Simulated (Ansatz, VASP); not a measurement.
## One calculation of Au, two programs

INCAR

```
PREC = Accurate
ENCUT = 500
EDIFF = 1E-6
ISMEAR = 0
SIGMA = 0.1
LREAL = F
LASPH = T
NELM = 120
ALGO = Normal
ISIF = 2
LWAVE = F
LCHARG = F
GGA = PE
NBANDS = 12
GGA_COMPAT = F
```

Contents of KPOINTS:

```
regular mesh
0
Gamma
  18 18 18
```

Contents of POSCAR:

```
Au
1.0
    0.0000000000      2.0364443477      2.0364443477
    2.0364443477      0.0000000000      2.0364443477
    2.0364443477      2.0364443477      0.0000000000
Au
1
Direct
    0.0000000000      0.0000000000      0.0000000000
```

Input for Ansatz:

```yaml
crystal:
  lattice:
    - [0.0, 2.0364443477, 2.0364443477]
    - [2.0364443477, 0.0, 2.0364443477]
    - [2.0364443477, 2.0364443477, 0.0]
  atoms:
    - { symbol: Au, position: [0.0, 0.0, 0.0] }
basis: {}
kpoints:
  mp_grid: { grid: [18, 18, 18] }
hamiltonian:
  xc: pbe
  pseudopotentials: { kind: all_electron, lapw: {} }
scf:
  occupations: { method: gaussian, width: 0.1 }
output:
  forces: true
  stress: true
  eigenvalues: true
```

Alike in both runs: task single point; functional PBE; k mesh 18 × 18 × 18; occupations gaussian, width 0.1 eV; no spin polarisation.

|  | VASP | Ansatz |
| --- | --- | --- |
| version | VASP 6.6.1 | Ansatz 0.2.0 |
| potentials or method | VASP PAW PBE potentials, release 64 (Au), cutoff 500 eV | scalar-relativistic, all-electron LAPW |

```csv
,VASP,Ansatz,Ansatz less VASP
gap on the k mesh at the Fermi level (eV),none,none,-
pressure (GPa),10.2,10.5,+0.28
```

A gap of «none» marks a metal or a gap that the smearing closes. Ansatz ran all-electron here, and VASP with PAW potentials.

Spin-orbit coupling is off throughout.
